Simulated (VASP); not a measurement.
Here is a VASP 6.6.1 calculation.

INCAR

```
PREC = Accurate
ENCUT = 520
EDIFF = 1E-6
ISMEAR = 0
SIGMA = 0.01
LREAL = False
LASPH = True
NELM = 60
ALGO = Normal
ISIF = 2
LWAVE = False
LCHARG = False
GGA = PE
IVDW = 12
NBANDS = 24
```

Contents of KPOINTS:

```
Automatic mesh
0
Gamma
  6 6 6
```

The input POSCAR:

```
KMgF3
1.0
    3.7798164170      0.0000000000      0.0000000000
    0.0000000000      3.7798164170      0.0000000000
    0.0000000000      0.0000000000      3.7798164170
K Mg F
1 1 3
Direct
    0.5000000000      0.5000000000      0.5000000000
    0.0000000000      0.0000000000      0.0000000000
    0.5000000000      0.0000000000      0.0000000000
    0.0000000000      0.5000000000      0.0000000000
    0.0000000000      0.0000000000      0.5000000000
```

Potentials or basis: VASP PAW PBE potentials, release 64 (K_sv, Mg, F).

Command:

```sh
$ cat potpaw_PBE.64/K_sv/POTCAR potpaw_PBE.64/Mg/POTCAR potpaw_PBE.64/F/POTCAR > POTCAR
$ mpirun -np 1 vasp_std > vasp.out
```

Predict the pressure.

19.0 GPa.

What does it give for the band gap on the k mesh?

8.63 eV (least direct gap 8.94 eV).

What does it give for the dispersion energy per atom?

-0.195 eV.

Caveat: the cell stands under pressure. A k mesh can miss the band edges.
